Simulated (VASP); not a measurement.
Here is a VASP 6.6.1 calculation.

The input INCAR:

```
  PREC = Accurate
  ENCUT = 520
  EDIFF = 1E-6
  ISMEAR = -1
  SIGMA = 0.05
  LREAL = False
  LASPH = True
  NELM = 60
  ALGO = Normal
  ISIF = 2
  LWAVE = False
  LCHARG = True
  GGA = PE
  LELF = True
  LVHAR = True
  NBANDS = 17
```

File KPOINTS:

```
Automatic mesh
0
Gamma
  14 14 14
```

POSCAR

```
Pt
1.0
    0.0000000000      2.6353112793      2.6353112793
    2.6353112793      0.0000000000      2.6353112793
    2.6353112793      2.6353112793      0.0000000000
Pt
2
Direct
   -0.1250000000     -0.1250000000     -0.1250000000
    0.1250000000      0.1250000000      0.1250000000
```

Potentials or basis: VASP PAW PBE potentials, release 64 (Pt).

Launch:

```sh
$ cat potpaw_PBE.64/Pt/POTCAR > POTCAR
$ mpirun -np 1 vasp_std > vasp.out
```

Predict the pressure.

63.0 GPa.

Predict the band gap on the k mesh.

zero (band 10 reaches 9.34 eV, above the bottom of band 11 at 8.46 eV).

Caveat: spin-orbit coupling is left out, which moves the levels of the heavy elements.
